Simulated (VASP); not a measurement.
# Ga (Cmce) in VASP: single point with PBEsol

Aim: the single point of Ga with PBEsol.

Everything below comes from runs of VASP 6.6.1. Logs are shortened: lines on timing, memory, paths and dates and some standing lists are left out, and cuts for length are marked.

## Step 1: The cell of the first run

It takes space group Cmce (No. 64, orthorhombic). Conventional cell: a = 4.472 Å, b = 7.594 Å, c = 4.492 Å, α = 90.00°, β = 90.00°, γ = 90.00°. Within 3.3 Å of Ga (site symmetry m) lie 7 Ga at 2.48 to 2.76 Å.

## Step 2: Single point, PBEsol

The input, INCAR:

```
PREC     = Accurate       # precision mode
ENCUT    = 520            # plane-wave cutoff, eV
EDIFF    = 1E-6           # SCF threshold, eV
ISMEAR   = 0              # smearing method
SIGMA    = 0.1            # smearing width, eV
LREAL    = False          # projectors in reciprocal space
LASPH    = True           # aspherical terms in the spheres
NELM     = 60             # most SCF steps
ALGO     = Fast           # electronic algorithm
ISIF     = 2              # what is computed and relaxed
LWAVE    = False          # write WAVECAR
LCHARG   = True           # write CHGCAR
GGA      = PS             # functional
LELF     = True           # ELF
LVHAR    = True         
NBANDS   = 34             # bands
```

The input, KPOINTS:

```
Automatic mesh
0
Gamma
  12 12 10
```

The input, POSCAR:

```
Ga
1.0
    2.2359791765     -3.7968255169      0.0000000000
    2.2359791765      3.7968255169      0.0000000000
    0.0000000000      0.0000000000      4.4920572820
Ga
4
Direct
    0.6559873210      0.3440126790      0.4166400729
    0.8440126790      0.1559873210      0.9166400729
    0.3440126790      0.6559873210      0.5833599271
    0.1559873210      0.8440126790      0.0833599271
```

Potentials or basis: VASP PAW PBE potentials, release 64 (Ga_d).

On the command line:

```
cat potpaw_PBE.64/Ga_d/POTCAR > POTCAR
mpirun -np 1 vasp_std > vasp.out
```

OUTCAR:

```text
PREC = Accurate
   ENCUT = 520
   EDIFF = 1E-6
   ISMEAR = 0
   LREAL = False
   LASPH = True
   NELM = 60
   ISIF = 2
   GGA = PS

 ion  position               nearest neighbor table
   1  0.656  0.344  0.417-   3 2.48   2 2.66   2 2.66   4 2.69   4 2.69   3 2.76   3 2.76
   2  0.844  0.156  0.917-   4 2.48   1 2.66   1 2.66   3 2.69   3 2.69   4 2.76   4 2.76
   3  0.344  0.656  0.583-   1 2.48   4 2.66   4 2.66   2 2.69   2 2.69   1 2.76   1 2.76
   4  0.156  0.844  0.083-   2 2.48   3 2.66   3 2.66   1 2.69   1 2.69   2 2.76   2 2.76

  LATTYP: Found a base centered orthorhombic cell.
 ALAT       =     4.4719583530
 B/A-ratio  =     1.6980594260
 C/A-ratio  =     1.0044944356

  Lattice vectors:

 A1 = (   2.2359791765,  -3.7968255169,   0.0000000000)
 A2 = (   2.2359791765,   3.7968255169,   0.0000000000)
 A3 = (   0.0000000000,   0.0000000000,   4.4920572820)

Analysis of symmetry for initial positions (statically):
=====================================================================
 Subroutine PRICEL returns:
 Original cell was already a primitive cell.

 Routine SETGRP: Setting up the symmetry group for a
 base centered orthorhombic supercell.

 Subroutine GETGRP returns: Found  8 space group operations
 (whereof  4 operations were pure point group operations)
 out of a pool of  8 trial point group operations.

The static configuration has the point symmetry C_2h.
 The point group associated with its full space group is D_2h.

Analysis of symmetry for dynamics (positions and initial velocities):
=====================================================================
 Subroutine PRICEL returns:
 Original cell was already a primitive cell.

 Routine SETGRP: Setting up the symmetry group for a
 base centered orthorhombic supercell.

 Subroutine GETGRP returns: Found  8 space group operations
 (whereof  4 operations were pure point group operations)
 out of a pool of  8 trial point group operations.

The dynamic configuration has the point symmetry C_2h.
 The point group associated with its full space group is D_2h.

 Subroutine INISYM returns: Found  8 space group operations
 (whereof  4 operations are pure point group operations),
 and found     1 'primitive' translations

----------------------------------------------------------------------------------------

                                     Primitive cell

  volume of cell :      76.2717

  direct lattice vectors                    reciprocal lattice vectors
     2.235979176 -3.796825517  0.000000000     0.223615678 -0.131688959  0.000000000
     2.235979176  3.796825517  0.000000000     0.223615678  0.131688959  0.000000000
     0.000000000  0.000000000  4.492057282     0.000000000  0.000000000  0.222615149

  length of vectors
     4.406300816  4.406300816  4.492057282     0.259510989  0.259510989  0.222615149

  position of ions in fractional coordinates (direct lattice)
     0.655987321  0.344012679  0.416640073
     0.844012679  0.155987321  0.916640073
     0.344012679  0.655987321  0.583359927
     0.155987321  0.844012679  0.083359927

  ion indices of the primitive-cell ions
   primitive index   ion index
                 1           1
                 2           2
                 3           3
                 4           4

----------------------------------------------------------------------------------------

 KPOINTS: Automatic mesh

Automatic generation of k-mesh.
 Grid dimensions read from file:
 generate k-points for:   12   12   10

 Generating k-lattice:

  Cartesian coordinates                     Fractional coordinates (reciprocal lattice)
     0.018634640 -0.010974080  0.000000000     0.083333333  0.000000000  0.000000000
     0.018634640  0.010974080  0.000000000     0.000000000  0.083333333  0.000000000
     0.000000000  0.000000000  0.022261515     0.000000000  0.000000000  0.100000000

  Length of vectors
     0.021625916  0.021625916  0.022261515

  Shift w.r.t. Gamma in fractional coordinates (k-lattice)
     0.000000000  0.000000000  0.000000000

 Subroutine IBZKPT returns following result:
 ===========================================

 Found    258 irreducible k-points:

 Following reciprocal coordinates:
            Coordinates               Weight
  0.000000  0.000000  0.000000      1.000000
  0.083333 -0.000000  0.000000      4.000000
  0.166667 -0.000000  0.000000      4.000000
  0.250000  0.000000  0.000000      4.000000
  0.333333 -0.000000  0.000000      4.000000
  0.416667 -0.000000  0.000000      4.000000
[... 16 lines left out ...]
  0.500000  0.166667  0.000000      4.000000
 -0.416667  0.166667  0.000000      4.000000
 [... further k-points ...]
   k-points           NKPTS =    258   k-points in BZ     NKDIM =    258   number of bands    NBANDS=     34
   number of dos      NEDOS =    301   number of ions     NIONS =      4
   total plane-waves  NPLWV =  46656
   dimension x,y,z NGX =    36 NGY =   36 NGZ =   36
   dimension x,y,z NGXF=    72 NGYF=   72 NGZF=   72
   ions per type =               4
   NGX,Y,Z   is equivalent  to a cutoff of  13.58, 13.58, 13.32 a.u.
   NGXF,Y,Z  is equivalent  to a cutoff of  27.16, 27.16, 26.65 a.u.
 SYSTEM =  unknown system
   PREC   = accura    normal or accurate (medium, high low for compatibility)
   ISTART =      0    job   : 0-new  1-cont  2-samecut
   ICHARG =      2    charge: 1-file 2-atom 10-const
   ISPIN  =      1    spin polarized calculation?
   LNONCOLLINEAR =      F non collinear calculations
   LSORBIT =      F    spin-orbit coupling
   LASPH  =      T    aspherical Exc in radial PAW
   ENCUT  =  520.0 eV  38.22 Ry    6.18 a.u.   8.19  8.19  8.35*2*pi/ulx,y,z
   NELM   =     60;   NELMIN=  2; NELMDL= -5     # of ELM steps
   EDIFF  = 0.1E-05   stopping-criterion for ELM
   LREAL  =      F    real-space projection
   EDIFFG = 0.1E-04   stopping-criterion for IOM
   NSW    =      0    number of steps for IOM
   IBRION =     -1    ionic relax: 0-MD 1-quasi-New 2-CG
   NFREE  =      0    steps in history (QN), initial steepest desc. (CG)
   ISIF   =      2    stress and relaxation
   ISYM   =      2    0-nonsym 1-usesym 2-fastsym
   POTIM  = 0.5000    time-step for ionic-motion
   TEBEG  =    0.0;   TEEND  =   0.0 temperature during run
   PSTRESS=    0.0 pullay stress
   NELECT =      52.0000    total number of electrons
   NUPDOWN=      -1.0000    fix difference up-down
   EMIN   =  10.00;   EMAX   =-10.00  energy-range for DOS
   EFERMI =   0.00;   METHOD = LEGACY
   ISMEAR =     0;   SIGMA  =   0.10  broadening in eV -4-tet -1-fermi 0-gaus
   EFERMI_NEDOS =   21; number of points for ismear=-14 and -15
   IALGO  =     68    algorithm
   IMIX   =      4    mixing-type and parameters
     AMIX     =   0.40;   BMIX     =  1.00
     AMIX_MAG =   1.60;   BMIX_MAG =  1.00
  volume/ion in A,a.u.               =      19.07       128.68
  Fermi-wavevector in a.u.,A,eV,Ry     =   1.440859  2.722828 28.246698  2.076074
  Thomas-Fermi vector in A             =   2.559556
   LORBIT       =      0    0 simple, 1 ext, 2 COOP (PROOUT), +10 PAW based schemes
   GGA     = PS    functional components
   LHFCALC =     F    Hartree Fock is set to
   AEXX    =    0.0000 exact exchange contribution
   IVDW    =     0    specifies the selected vdW correction
   LEPSILON=     F    determine dielectric tensor
   LRPA    =     F    only Hartree local field effects (RPA)
 non-spin polarized calculation
 RMM-DIIS sequential band-by-band and
 Gauss-broadening in eV      SIGMA  =   0.10
  energy-cutoff  :      520.00
  volume of cell :       76.27
 maximum number of plane-waves:      2072
 NGX is ok and might be reduce to    36
   NGX = 17   NGY = 17   NGZ = 17

 number of electron      52.0000009 magnetization

 Free energy of the ion-electron system (eV)
  ---------------------------------------------------
  ext. energy  EPLUGINS =         0.00000000
  ---------------------------------------------------
  free energy    TOTEN  =       -13.41378087 eV

  energy without entropy =      -13.41012172  energy(sigma->0) =      -13.41195130

 E-fermi :   5.0718     XC(G=0): -10.9362

 val. band max:        5.0664798111   @ k =   0.0000   0.0000   0.4000
 cond. band min:       5.0898617666   @ k =   0.0000   0.0000   0.5000
 fundamental gap:      0.0233819555
 Fermi energy:         5.0717757200

 k-point     1 :       0.0000    0.0000    0.0000
  band No.  band energies     occupation
      1     -10.0258      2.00000
      2     -10.0161      2.00000
      3      -9.9791      2.00000
      4      -9.9624      2.00000
      5      -9.9439      2.00000
      6      -9.9194      2.00000
[... 26 lines left out ...]
     33      12.0046      0.00000
     34      12.6867      0.00000

 k-point     2 :       0.0833   -0.0000    0.0000
  band No.  band energies     occupation
      1     -10.0274      2.00000
      2     -10.0128      2.00000
      3      -9.9812      2.00000
      4      -9.9657      2.00000
      5      -9.9382      2.00000
      6      -9.9175      2.00000
[... 26 lines left out ...]
     33      12.2602      0.00000
     34      12.7136      0.00000

 k-point     3 :       0.1667   -0.0000    0.0000
  band No.  band energies     occupation
      1     -10.0295      2.00000
      2     -10.0036      2.00000
      3      -9.9881      2.00000
      4      -9.9734      2.00000
      5      -9.9281      2.00000
      6      -9.9077      2.00000
[... 26 lines left out ...]
     33      11.6924      0.00000
     34      12.4849      0.00000
[... 704 lines left out ...]
 k-point    23 :       0.5000    0.1667    0.0000
  band No.  band energies     occupation
      1     -10.0463      2.00000
      2     -10.0328      2.00000
      3      -9.9794      2.00000
      4      -9.9537      2.00000
      5      -9.9435      2.00000
      6      -9.8949      2.00000
[... 26 lines left out ...]
     33      12.4165      0.00000
     34      14.0150      0.00000

 k-point    24 :      -0.4167    0.1667    0.0000
  band No.  band energies     occupation
      1     -10.0382      2.00000
      2     -10.0382      2.00000
      3      -9.9702      2.00000
      4      -9.9620      2.00000
      5      -9.9490      2.00000
      6      -9.8984      2.00000
[... 26 lines left out ...]
     33      12.5133      0.00000
     34      13.4725      0.00000

 [... further k-points ...]

------------------------ aborting loop because EDIFF is reached ----------------------------------------

  FORCE on cell =-STRESS in cart. coord.  units (eV):
  Direction    XX          YY          ZZ          XY          YZ          ZX
  --------------------------------------------------------------------------------------
  -------------------------------------------------------------------------------------
  Total        0.0163501      0.0057511      0.0176853      0.0000000      0.0000000      0.0000000
  in kB        0.3434530      0.1208087      0.3714999      0.0000000      0.0000000      0.0000000
  external PRESSURE =       0.2785872 kB  Pullay stress =       0.0000000 kB

 VOLUME and BASIS-vectors are now :
 -----------------------------------------------------------------------------
  energy-cutoff  :      520.00
  volume of cell :       76.27
      direct lattice vectors                 reciprocal lattice vectors
     2.235979176 -3.796825517  0.000000000     0.223615678 -0.131688959  0.000000000
     2.235979176  3.796825517  0.000000000     0.223615678  0.131688959  0.000000000
     0.000000000  0.000000000  4.492057282     0.000000000  0.000000000  0.222615149

 POSITION                                       TOTAL-FORCE (eV/Angst)
 -----------------------------------------------------------------------------------
      2.23598     -1.18451      1.87157         0.000000      0.004422      0.002358
      2.23598     -2.61231      4.11760         0.000000     -0.004422      0.002358
      2.23598      1.18451      2.62049         0.000000     -0.004422     -0.002358
      2.23598      2.61231      0.37446         0.000000      0.004422     -0.002358
 -----------------------------------------------------------------------------------
    total drift:                                0.000000     -0.000000      0.000000

  FREE ENERGIE OF THE ION-ELECTRON SYSTEM (eV)
  ---------------------------------------------------
  free  energy   TOTEN  =       -13.4137808716 eV

  energy  without entropy=      -13.4101217201  energy(sigma->0) =      -13.41195130
```

Run time: 15 min. Hardware: 1 thread of Intel Xeon Platinum 8488C (Sapphire Rapids), shared host; peak memory 0.55 GiB.

What came out:

```yaml
Free_energy: -13.4138 eV
Pressure: 0.0 GPa
Largest_force: 0.005 eV/Å
Band_gap_on_the_k_mesh: zero (bands 26 and 27 overlap by 1.38 eV)
```

Forces on the atoms (eV/Å):
```
Ga   0.000  0.004  0.002
Ga   0.000 -0.004  0.002
Ga   0.000 -0.004 -0.002
Ga   0.000  0.004 -0.002
```

Levels at points of the mesh, in eV from the Fermi level:
```csv
k point,band 22,band 23,band 24,band 25,band 26,band 27,band 28,band 29,band 30,band 31
"(0.00, 0.00, 0.00)",-4.19,-3.77,-1.74,-1.64,-0.72,0.95,1.02,1.11,5.24,5.50
"(0.50, 0.00, 0.00)",-8.69,-3.42,-3.42,-1.37,-1.37,0.77,0.77,4.27,4.27,5.43
"(0.50, 0.50, 0.00)",-7.32,-4.06,-3.33,-1.71,-1.56,1.12,1.23,3.49,3.89,4.35
"(0.00, 0.00, 0.50)",-9.32,-0.01,-0.01,0.02,0.02,0.13,0.13,2.12,2.12,3.98
"(0.50, 0.00, 0.50)",-7.21,-6.33,-6.33,-1.53,-1.53,0.57,0.57,7.39,7.39,7.97
"(0.50, 0.50, 0.50)",-7.64,-5.38,-5.38,-1.27,-1.27,-0.90,-0.90,6.84,6.84,8.11
```

Caveat: the PAW data sets were made with another functional, which shifts forces and pressure a little.
